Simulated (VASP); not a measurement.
## Bi: single point with PBEsol

Bi:

```xyz
4
Lattice="2.2760 -6.2193 0.0000 2.2760 6.2193 0.0000 0.0000 0.0000 4.7157" Properties=species:S:1:pos:R:3 pbc="T T T"
Bi    2.2760    4.7070    4.5707
Bi    2.2760   -1.5123    2.5028
Bi    2.2760   -4.7070    0.1450
Bi    2.2760    1.5123    2.2129
```

```
Program                : VASP 6.6.1
Task                   : single point
Functional             : PBEsol
Potentials or basis    : VASP PAW PBE potentials, release 64 (Bi_d)
Cutoff                 : 520 eV
k mesh                 : 4 × 4 × 4
Occupations            : gaussian, width 0.1 eV
Spin                   : no spin polarisation
Dipole correction      : no
Further INCAR settings : ALGO = Normal; EDIFF = 1e-06; NBANDS = 38
```

* Pressure: 0.1 GPa
* Largest force: 0.022 eV/Å
* Band gap on the k mesh: zero (band 30 reaches 6.56 eV, above the bottom of band 31 at 6.52 eV)

Forces on the atoms (eV/Å):
```
Bi   0.000 -0.018  0.013
Bi   0.000 -0.018 -0.013
Bi   0.000  0.018 -0.013
Bi   0.000  0.018  0.013
```

Stress tensor (GPa, compression positive):
```
0.23 0.00 0.00
0.00 0.06 0.00
0.00 0.00 0.14
```

Levels at points of the mesh, in eV from the Fermi level:
```tsv
k point	band 26	band 27	band 28	band 29	band 30	band 31	band 32	band 33	band 34	band 35
(0.00, 0.00, 0.00)	-3.16	-2.33	-2.05	-1.10	-0.27	2.70	2.92	3.42	3.76	3.83
(0.50, 0.00, 0.00)	-2.35	-1.42	-1.42	-0.81	-0.81	0.66	0.66	1.06	1.06	2.94
(0.50, 0.50, 0.00)	-2.59	-2.52	-1.47	-0.97	-0.85	-0.09	2.36	2.94	3.01	3.73
(0.00, 0.00, 0.50)	-3.21	-0.83	-0.83	-0.47	-0.47	0.25	0.25	0.79	0.79	4.82
(0.50, 0.00, 0.50)	-4.51	-3.72	-3.72	-1.21	-1.21	1.76	1.76	5.23	5.23	5.98
(0.50, 0.50, 0.50)	-1.48	-1.19	-1.19	-0.21	-0.21	0.36	0.36	1.59	1.59	1.64
```

Wall time 97 s on 1 thread of AMD EPYC 7R43 64-Core Processor (Zen 3), on a shared host, peak memory 0.27 GiB.

Caveat: the k points lie up to 0.37 Å⁻¹ apart; the PAW data sets were made with another functional, which shifts forces and pressure a little; spin-orbit coupling is left out, which moves the levels of the heavy elements.
